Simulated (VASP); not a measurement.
Write the native input for VASP 6.6.1 that does the following.

```yaml
Task: single point
Functional: PBE
Potentials_or_basis: VASP PAW PBE potentials, release 64 (K_sv, Sn_d, O)
Cutoff: 520 eV
k_mesh: 6 × 6 × 2
Occupations: gaussian, width 0.1 eV
Spin: no spin polarisation
Dipole_correction: no
Further_INCAR_settings: ALGO = Normal; EDIFF = 1e-06; NBANDS = 44
```

The structure of KSn4O lies in POSCAR:

```
KSn4O
1.0
    4.6605147300      0.0000000000      0.0000000000
   -2.3302573600      4.0361241500      0.0000000000
    0.0000000000      0.0000000000      8.1551692500
K Sn O
1 4 1
Direct
    0.0000000000      0.0000000000      0.5000000000
    0.0000000000      0.0000000000      0.7667837700
    0.0000000000      0.0000000000      0.2332162300
    0.3333333300      0.6666666700      0.0000000000
    0.6666666700      0.3333333300      0.0000000000
    0.0000000000      0.0000000000      0.0000000000
```

One way to write it, as run:

INCAR

```
PREC = Accurate
ENCUT = 520
EDIFF = 1E-6
ISMEAR = 0
SIGMA = 0.1
LREAL = False
LASPH = True
NELM = 100
ALGO = Normal
ISIF = 2
LWAVE = False
LCHARG = False
GGA = PE
NBANDS = 44
```

KPOINTS

```
Automatic mesh
0
Gamma
  6 6 2
```

Potentials or basis: VASP PAW PBE potentials, release 64 (K_sv, Sn_d, O).

Command:

```console
$ cat potpaw_PBE.64/K_sv/POTCAR potpaw_PBE.64/Sn_d/POTCAR potpaw_PBE.64/O/POTCAR > POTCAR
$ mpirun -np 1 vasp_std > vasp.out
```

It gave:

```yaml
Pressure: 32.9 GPa
Largest_force: 6.497 eV/Å
```

Caveat: the k points lie up to 0.39 Å⁻¹ apart; an odd number of electrons without spin polarisation forces a metal; a magnetic or distorted state may lie lower.

Run time: 3.3 min on 1 thread of Oxide Virtual Turin-like Processor, on a shared host, peak memory 0.28 GiB.
